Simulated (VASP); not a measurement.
# AlNi (Cmmm) in VASP: a series of runs

The runs below take AlNi through single point, relaxation of cell and atoms, with PBE.

All numbers are computed with VASP 6.6.1; they aren't measurements. Logs are shortened: lines on timing, memory, paths and dates and some standing lists are left out, and cuts for length are marked.

## (1) The cell of the first run

It takes space group Cmmm (No. 65, orthorhombic). Conventional cell: a = 3.877 Å, b = 3.906 Å, c = 3.099 Å, α = 90.00°, β = 90.00°, γ = 90.00°. Al (site symmetry mmm) has 8 Ni at 2.48 to 2.49 Å and 6 Al at 2.75 to 3.10 Å within 3.3 Å. Within 3.3 Å of Ni (site symmetry mmm) lie 8 Al at 2.48 to 2.49 Å and 6 Ni at 2.75 to 3.10 Å.

## (2) Single point, PBE, collinear spin, ferromagnetic start

INCAR reads:

```
ALGO     = Normal         # electronic algorithm
EDIFF    = 1E-6           # SCF threshold, eV
ENCUT    = 520            # plane-wave cutoff, eV
GGA      = PE             # functional
ISIF     = 2              # what is computed and relaxed
ISMEAR   = 0              # smearing method
ISPIN    = 2              # spin polarisation
LASPH    = T              # aspherical terms in the spheres
LCHARG   = F              # write CHGCAR
LMAXMIX  = 4              # l up to which the mixer works
LORBIT   = 11             # projections on sites
LREAL    = F              # projectors in reciprocal space
LWAVE    = F              # write WAVECAR
MAGMOM   = 0 2            # initial moments
NBANDS   = 18             # bands
NELM     = 150            # most SCF steps
PREC     = Accurate       # precision mode
SIGMA    = 0.1            # smearing width, eV
```

KPOINTS reads:

```
k-points
0
Gamma
  6 6 6
```

POSCAR reads:

```
AlNi
1.0
    1.9386940000     -1.9531902100      0.0000000000
    1.9386940000      1.9531902100      0.0000000000
    0.0000000000      0.0000000000      3.0994300800
Al Ni
1 1
Direct
    0.0000000000      0.0000000000      0.0000000000
    0.5000000000      0.5000000000      0.5000000000
```

Potentials or basis: VASP PAW PBE potentials, release 64 (Al, Ni).

On the command line:

```
$ cat potpaw_PBE.64/Al/POTCAR potpaw_PBE.64/Ni/POTCAR > POTCAR
$ mpirun -np 1 vasp_std > vasp.out
```

OUTCAR:

```text
EDIFF = 1E-6
   ENCUT = 520
   GGA = PE
   ISIF = 2
   ISMEAR = 0
   ISPIN = 2
   LASPH = T
   LORBIT = 11
   LREAL = F
   NELM = 150
   PREC = Accurate

 ion  position               nearest neighbor table
   1  0.000  0.000  0.000-   2 2.48   2 2.48   2 2.48   2 2.48   2 2.49   2 2.49   2 2.49   2 2.49

   2  0.500  0.500  0.500-   1 2.48   1 2.48   1 2.48   1 2.48   1 2.49   1 2.49   1 2.49   1 2.49

  LATTYP: Found a base centered orthorhombic cell.
 ALAT       =     3.8773880000
 B/A-ratio  =     1.0074773069
 C/A-ratio  =     0.7993603116

  Lattice vectors:

 A1 = (   1.9386940000,  -1.9531902100,   0.0000000000)
 A2 = (   1.9386940000,   1.9531902100,   0.0000000000)
 A3 = (   0.0000000000,   0.0000000000,   3.0994300800)

Analysis of symmetry for initial positions (statically):
=====================================================================
 Subroutine PRICEL returns:
 Original cell was already a primitive cell.

 Routine SETGRP: Setting up the symmetry group for a
 base centered orthorhombic supercell.

 Subroutine GETGRP returns: Found  8 space group operations
 (whereof  8 operations were pure point group operations)
 out of a pool of  8 trial point group operations.

The static configuration has the point symmetry D_2h.

Analysis of symmetry for dynamics (positions and initial velocities):
=====================================================================
 Subroutine PRICEL returns:
 Original cell was already a primitive cell.

 Routine SETGRP: Setting up the symmetry group for a
 base centered orthorhombic supercell.

 Subroutine GETGRP returns: Found  8 space group operations
 (whereof  8 operations were pure point group operations)
 out of a pool of  8 trial point group operations.

The dynamic configuration has the point symmetry D_2h.

Analysis of structural, dynamic, and magnetic symmetry:
=====================================================================
 Subroutine PRICEL returns:
 Original cell was already a primitive cell.

 Routine SETGRP: Setting up the symmetry group for a
 base centered orthorhombic supercell.

 Subroutine GETGRP returns: Found  8 space group operations
 (whereof  8 operations were pure point group operations)
 out of a pool of  8 trial point group operations.

The overall configuration has the point symmetry D_2h.

 Subroutine INISYM returns: Found  8 space group operations
 (whereof  8 operations are pure point group operations),
 and found     1 'primitive' translations

----------------------------------------------------------------------------------------

                                     Primitive cell

  volume of cell :      23.4728

  direct lattice vectors                    reciprocal lattice vectors
     1.938694000 -1.953190210  0.000000000     0.257905580 -0.255991453  0.000000000
     1.938694000  1.953190210  0.000000000     0.257905580  0.255991453  0.000000000
     0.000000000  0.000000000  3.099430080     0.000000000  0.000000000  0.322639961

  length of vectors
     2.751996806  2.751996806  3.099430080     0.363382597  0.363382597  0.322639961

  position of ions in fractional coordinates (direct lattice)
     0.000000000  0.000000000  0.000000000
     0.500000000  0.500000000  0.500000000

  ion indices of the primitive-cell ions
   primitive index   ion index
                 1           1
                 2           2

----------------------------------------------------------------------------------------

 KPOINTS: k-points

Automatic generation of k-mesh.
 Grid dimensions read from file:
 generate k-points for:    6    6    6

 Generating k-lattice:

  Cartesian coordinates                     Fractional coordinates (reciprocal lattice)
     0.042984263 -0.042665242  0.000000000     0.166666667  0.000000000  0.000000000
     0.042984263  0.042665242  0.000000000     0.000000000  0.166666667  0.000000000
     0.000000000  0.000000000  0.053773327     0.000000000  0.000000000  0.166666667

  Length of vectors
     0.060563766  0.060563766  0.053773327

  Shift w.r.t. Gamma in fractional coordinates (k-lattice)
     0.000000000  0.000000000  0.000000000

 Subroutine IBZKPT returns following result:
 ===========================================

 Found     52 irreducible k-points:

 Following reciprocal coordinates:
            Coordinates               Weight
  0.000000  0.000000  0.000000      1.000000
  0.166667 -0.000000  0.000000      4.000000
  0.333333 -0.000000  0.000000      4.000000
  0.500000 -0.000000  0.000000      2.000000
  0.166667  0.166667  0.000000      2.000000
  0.333333  0.166667  0.000000      4.000000
[... 16 lines left out ...]
  0.333333  0.333333  0.166667      4.000000
  0.500000  0.333333  0.166667      8.000000
 [... further k-points ...]
   k-points           NKPTS =     52   k-points in BZ     NKDIM =     52   number of bands    NBANDS=     18
   number of dos      NEDOS =    301   number of ions     NIONS =      2
   total plane-waves  NPLWV =   9600
   dimension x,y,z NGX =    20 NGY =   20 NGZ =   24
   dimension x,y,z NGXF=    40 NGYF=   40 NGZF=   48
   ions per type =               1   1
   NGX,Y,Z   is equivalent  to a cutoff of  12.08, 12.08, 12.87 a.u.
   NGXF,Y,Z  is equivalent  to a cutoff of  24.16, 24.16, 25.75 a.u.
 SYSTEM =  unknown system
   PREC   = accura    normal or accurate (medium, high low for compatibility)
   ISTART =      0    job   : 0-new  1-cont  2-samecut
   ICHARG =      2    charge: 1-file 2-atom 10-const
   ISPIN  =      2    spin polarized calculation?
   LNONCOLLINEAR =      F non collinear calculations
   LSORBIT =      F    spin-orbit coupling
   LASPH  =      T    aspherical Exc in radial PAW
   ENCUT  =  520.0 eV  38.22 Ry    6.18 a.u.   5.12  5.12  5.76*2*pi/ulx,y,z
   NELM   =    150;   NELMIN=  2; NELMDL= -5     # of ELM steps
   EDIFF  = 0.1E-05   stopping-criterion for ELM
   LREAL  =      F    real-space projection
   EDIFFG = 0.1E-04   stopping-criterion for IOM
   NSW    =      0    number of steps for IOM
   IBRION =     -1    ionic relax: 0-MD 1-quasi-New 2-CG
   NFREE  =      0    steps in history (QN), initial steepest desc. (CG)
   ISIF   =      2    stress and relaxation
   ISYM   =      2    0-nonsym 1-usesym 2-fastsym
   POTIM  = 0.5000    time-step for ionic-motion
[... 16 lines left out ...]
   GGA     = PE    functional components
   LHFCALC =     F    Hartree Fock is set to
   AEXX    =    0.0000 exact exchange contribution
   IVDW    =     0    specifies the selected vdW correction
   LEPSILON=     F    determine dielectric tensor
   LRPA    =     F    only Hartree local field effects (RPA)
 spin polarized calculation
 Gauss-broadening in eV      SIGMA  =   0.10
  energy-cutoff  :      520.00
  volume of cell :       23.47
 maximum number of plane-waves:       646
   NGX = 11   NGY = 11   NGZ = 11

 number of electron      13.0000021 magnetization      -0.0009141

 number of electron      13.0000021 magnetization       0.0000835

 Free energy of the ion-electron system (eV)
  ---------------------------------------------------
  ext. energy  EPLUGINS =         0.00000000
  ---------------------------------------------------
  free energy    TOTEN  =       -10.49146929 eV

  energy without entropy =      -10.48720792  energy(sigma->0) =      -10.48933861

 E-fermi :  10.4417     XC(G=0): -12.1379

 val. band max:       10.1576511472   @ k =   0.5000   0.3333   0.3333
 cond. band min:      10.4828862430   @ k =   0.3333   0.1667   0.3333
 fundamental gap:      0.3252350957
 Fermi energy:        10.4416672697

 spin component 1

 k-point     1 :       0.0000    0.0000    0.0000
  band No.  band energies     occupation
      1      -1.0141      1.00000
      2       6.8638      1.00000
      3       6.9927      1.00000
      4       8.6243      1.00000
      5       8.6421      1.00000
      6       8.9074      1.00000
[... 10 lines left out ...]
     17      33.7044      0.00000
     18      33.7087      0.00000

 k-point     2 :       0.1667   -0.0000    0.0000
  band No.  band energies     occupation
      1      -0.4575      1.00000
      2       6.9564      1.00000
      3       7.0479      1.00000
      4       8.2852      1.00000
      5       8.6638      1.00000
      6       8.7090      1.00000
[... 10 lines left out ...]
     17      32.9759      0.00000
     18      33.7844      0.00000

 k-point     3 :       0.3333   -0.0000    0.0000
  band No.  band energies     occupation
      1       1.1602      1.00000
      2       6.1553      1.00000
      3       7.3327      1.00000
      4       7.7487      1.00000
      5       8.3519      1.00000
      6       8.7251      1.00000
[... 412 lines left out ...]
 k-point    23 :       0.3333    0.3333    0.1667
  band No.  band energies     occupation
      1       3.4901      1.00000
      2       6.7180      1.00000
      3       7.1388      1.00000
      4       7.7573      1.00000
      5       8.2481      1.00000
      6       8.3452      1.00000
[... 10 lines left out ...]
     17      33.2767      0.00000
     18      38.0085      0.00000

 k-point    24 :       0.5000    0.3333    0.1667
  band No.  band energies     occupation
      1       4.9970      1.00000
      2       5.8351      1.00000
      3       7.0376      1.00000
      4       7.8107      1.00000
      5       8.3231      1.00000
      6       8.8718      1.00000
[... 10 lines left out ...]
     17      35.8761      0.00000
     18      36.8428      0.00000

 [... further k-points ...]

 spin component 2

 k-point     1 :       0.0000    0.0000    0.0000
  band No.  band energies     occupation
      1      -1.0142      1.00000
      2       6.8637      1.00000
      3       6.9926      1.00000
      4       8.6242      1.00000
      5       8.6420      1.00000
      6       8.9073      1.00000
[... 10 lines left out ...]
     17      33.7037      0.00000
     18      33.7074      0.00000

 k-point     2 :       0.1667   -0.0000    0.0000
  band No.  band energies     occupation
      1      -0.4576      1.00000
      2       6.9563      1.00000
      3       7.0478      1.00000
      4       8.2852      1.00000
      5       8.6637      1.00000
      6       8.7089      1.00000
[... 10 lines left out ...]
     17      32.9757      0.00000
     18      33.7843      0.00000

 k-point     3 :       0.3333   -0.0000    0.0000
  band No.  band energies     occupation
      1       1.1601      1.00000
      2       6.1552      1.00000
      3       7.3326      1.00000
      4       7.7486      1.00000
      5       8.3518      1.00000
      6       8.7250      1.00000
[... 412 lines left out ...]
 k-point    23 :       0.3333    0.3333    0.1667
  band No.  band energies     occupation
      1       3.4900      1.00000
      2       6.7179      1.00000
      3       7.1387      1.00000
      4       7.7572      1.00000
      5       8.2480      1.00000
      6       8.3452      1.00000
[... 10 lines left out ...]
     17      33.2766      0.00000
     18      38.0083      0.00000

 k-point    24 :       0.5000    0.3333    0.1667
  band No.  band energies     occupation
      1       4.9969      1.00000
      2       5.8350      1.00000
      3       7.0375      1.00000
      4       7.8106      1.00000
      5       8.3230      1.00000
      6       8.8717      1.00000
[... 10 lines left out ...]
     17      35.8760      0.00000
     18      36.8427      0.00000

 [... further k-points ...]

------------------------ aborting loop because EDIFF is reached ----------------------------------------

  FORCE on cell =-STRESS in cart. coord.  units (eV):
  Direction    XX          YY          ZZ          XY          YZ          ZX
  --------------------------------------------------------------------------------------
  -------------------------------------------------------------------------------------
  Total        1.1832384      0.9127191      0.4350249      0.0000000      0.0000000      0.0000000
  in kB       80.7638819     62.2991469     29.6933389      0.0000000      0.0000000      0.0000000
  external PRESSURE =      57.5854559 kB  Pullay stress =       0.0000000 kB

 VOLUME and BASIS-vectors are now :
 -----------------------------------------------------------------------------
  energy-cutoff  :      520.00
  volume of cell :       23.47
      direct lattice vectors                 reciprocal lattice vectors
     1.938694000 -1.953190210  0.000000000     0.257905580 -0.255991453  0.000000000
     1.938694000  1.953190210  0.000000000     0.257905580  0.255991453  0.000000000
     0.000000000  0.000000000  3.099430080     0.000000000  0.000000000  0.322639961

 POSITION                                       TOTAL-FORCE (eV/Angst)
 -----------------------------------------------------------------------------------
      0.00000      0.00000      0.00000         0.000000      0.000000      0.000000
      1.93869      0.00000      1.54972        -0.000000      0.000000      0.000000
 -----------------------------------------------------------------------------------
    total drift:                                0.000000      0.000000      0.000000

  FREE ENERGIE OF THE ION-ELECTRON SYSTEM (eV)
  ---------------------------------------------------
  free  energy   TOTEN  =       -10.4914692901 eV

  energy  without entropy=      -10.4872079202  energy(sigma->0) =      -10.48933861

 total charge

# of ion       s       p       d       tot
------------------------------------------
    1        0.389   0.423   0.000   0.811
    2        0.484   0.535   8.476   9.495
--------------------------------------------------
tot          0.873   0.958   8.476  10.307

 magnetization (x)

# of ion       s       p       d       tot
------------------------------------------
    1        0.000  -0.000   0.000   0.000
    2       -0.000  -0.000  -0.000  -0.000
--------------------------------------------------
tot          0.000  -0.000  -0.000  -0.000
```

Run time: 55 s. Hardware: 1 thread of AMD EPYC 7R13, shared host; peak memory 0.16 GiB.

Results:

```
Free energy                                           : -10.4915 eV
Pressure                                              : 5.8 GPa
Net moment                                            : 0.00 μB per cell
Valence electrons inside the program's atomic spheres : Al 0.81; Ni 9.49
```

Levels at points of the mesh, in eV from the Fermi level:
Spin up:
```
           k point  band 3  band 4  band 5  band 6  band 7  band 8  band 9  band 10  band 11  band 12
(0.00, 0.00, 0.00)   -3.45   -1.82   -1.80   -1.53    2.77    6.88    6.92     7.00     8.47    14.47
(0.50, 0.00, 0.00)   -2.96   -2.91   -2.25   -1.69   -0.53    7.64    7.75     9.20    11.48    12.55
(0.50, 0.50, 0.00)   -2.61   -2.60   -2.60   -2.49   -1.02    2.07    3.10    10.62    13.36    13.49
(0.00, 0.00, 0.50)   -3.14   -2.25   -2.23   -1.49   -1.40    8.23   11.05    11.09    11.34    11.34
(0.50, 0.00, 0.50)   -3.62   -3.03   -2.17   -2.06   -1.38    1.15    2.02    13.44    15.42    15.94
(0.50, 0.50, 0.50)   -4.30   -1.34   -1.01    1.69    1.93    2.05    3.76     3.88     3.97     5.19
```
Spin down:
| k point | band 3 | band 4 | band 5 | band 6 | band 7 | band 8 | band 9 | band 10 | band 11 | band 12 |
| --- | --- | --- | --- | --- | --- | --- | --- | --- | --- | --- |
| (0.00, 0.00, 0.00) | -3.45 | -1.82 | -1.80 | -1.53 | 2.77 | 6.88 | 6.92 | 7.00 | 8.47 | 14.47 |
| (0.50, 0.00, 0.00) | -2.96 | -2.91 | -2.25 | -1.69 | -0.53 | 7.64 | 7.75 | 9.20 | 11.48 | 12.55 |
| (0.50, 0.50, 0.00) | -2.61 | -2.60 | -2.60 | -2.49 | -1.02 | 2.07 | 3.10 | 10.62 | 13.36 | 13.49 |
| (0.00, 0.00, 0.50) | -3.14 | -2.25 | -2.23 | -1.49 | -1.40 | 8.23 | 11.05 | 11.09 | 11.34 | 11.34 |
| (0.50, 0.00, 0.50) | -3.62 | -3.03 | -2.18 | -2.06 | -1.38 | 1.15 | 2.02 | 13.44 | 15.42 | 15.94 |
| (0.50, 0.50, 0.50) | -4.30 | -1.34 | -1.01 | 1.69 | 1.93 | 2.05 | 3.76 | 3.88 | 3.97 | 5.19 |

Caveat: the k points lie up to 0.38 Å⁻¹ apart; the moments typed at the start vanished in this run.

## (3) Relaxation of cell and atoms, PBE, collinear spin, ferromagnetic start

INCAR reads:

```
SYSTEM = AlNi
PREC = Accurate
ENCUT = 600
EDIFF = 1E-7
ISMEAR = 0
SIGMA = 0.1
LREAL = .False.
LASPH = .True.
NELM = 150
ALGO = Fast
ISIF = 3
LWAVE = .False.
LCHARG = .False.
ISPIN = 2
MAGMOM = 0 2
LORBIT = 11
LMAXMIX = 4
GGA = PE
IBRION = 2
NSW = 90
EDIFFG = -0.04
```

KPOINTS reads:

```
regular mesh
0
Gamma
  6 6 6
  0 0 0
```

POSCAR is that of step 2.

Potentials or basis: VASP PAW PBE potentials, release 64 (Al, Ni).

On the command line:

```
$ cat potpaw_PBE.64/Al/POTCAR potpaw_PBE.64/Ni/POTCAR > POTCAR
$ mpirun -np 1 vasp_std > vasp.out
```

It took 4.9 min on 1 thread of AMD EPYC 7R13, shared host; peak memory 0.18 GiB.

The run converged. Its results:

```
Free energy                                           : -10.5171 eV
Relaxed volume                                        : 12.13 Å³/atom
Relaxed cell                                          : a = 2.828 Å, b = 2.828 Å, c = 3.033 Å, α = 90.00°, β = 90.00°, γ = 90.00°
Space group after relaxing (to 0.1 Å)                 : P4/mmm (No. 123)
Energy gained by relaxing                             : 12.9 meV/atom
Ionic steps                                           : 8
Pressure after relaxing                               : 0.0 GPa
Net moment                                            : 0.00 μB per cell
Valence electrons inside the program's atomic spheres : Al 0.79; Ni 9.44
```

Stress tensor (GPa, compression positive):
```
-0.09  0.00  0.00
 0.00 -0.10  0.00
 0.00  0.00  0.05
```

The path:
```tsv
step	energy change (eV)	largest force (eV/Å)	pressure (GPa)	volume (Å³)
1	0.0000	0.0000	5.77	23.47
2	-0.0108	0.0000	-4.10	24.94
3	-0.0173	0.0000	-0.52	24.36
4	-0.0214	0.0000	-0.43	24.33
5	-0.0253	0.0000	0.07	24.24
6	-0.0255	0.0000	0.01	24.26
7	-0.0255	0.0000	0.03	24.26
8	-0.0258	0.0000	-0.05	24.26
```

Final structure:
```yaml
crystal:
  lattice:
    - [1.99999, -2.00009, 0.00000]
    - [1.99999, 2.00009, 0.00000]
    - [0.00000, 0.00000, 3.03293]
  atoms:
    - { symbol: Al, position: [0.00000, 0.00000, 0.00000] }
    - { symbol: Ni, position: [0.50000, 0.50000, 0.50000] }
```

Levels at points of the mesh, in eV from the Fermi level:
Spin up:
```
           k point  band 3  band 4  band 5  band 6  band 7  band 8  band 9  band 10  band 11
(0.00, 0.00, 0.00)   -3.27   -1.67   -1.67   -1.53    3.76    6.17    6.17     7.47     8.24
(0.50, 0.00, 0.00)   -2.78   -2.57   -2.21   -1.56   -0.60    8.01    8.46     9.60    10.72
(0.50, 0.50, 0.00)   -2.64   -2.64   -2.32   -2.32   -1.03    1.78    2.67    10.98    13.93
(0.00, 0.00, 0.50)   -2.91   -2.19   -2.19   -1.47   -1.07    8.18   10.46    10.46    10.87
(0.50, 0.00, 0.50)   -3.26   -2.92   -2.10   -2.01   -1.18    1.18    2.08    12.61    15.08
(0.50, 0.50, 0.50)   -4.12   -1.16   -1.02    1.84    1.97    1.98    3.48     4.03     4.03
```
Spin down:
```tsv
k point	band 3	band 4	band 5	band 6	band 7	band 8	band 9	band 10	band 11
(0.00, 0.00, 0.00)	-3.27	-1.67	-1.67	-1.53	3.76	6.17	6.17	7.47	8.24
(0.50, 0.00, 0.00)	-2.78	-2.57	-2.21	-1.56	-0.60	8.01	8.46	9.60	10.72
(0.50, 0.50, 0.00)	-2.64	-2.64	-2.32	-2.32	-1.03	1.78	2.67	10.98	13.93
(0.00, 0.00, 0.50)	-2.91	-2.19	-2.19	-1.47	-1.07	8.18	10.46	10.46	10.87
(0.50, 0.00, 0.50)	-3.26	-2.92	-2.10	-2.01	-1.18	1.18	2.08	12.61	15.08
(0.50, 0.50, 0.50)	-4.12	-1.16	-1.02	1.84	1.97	1.98	3.48	4.03	4.03
```

Caveat: the k points lie up to 0.37 Å⁻¹ apart in the final cell; the moments typed at the start vanished in this run.
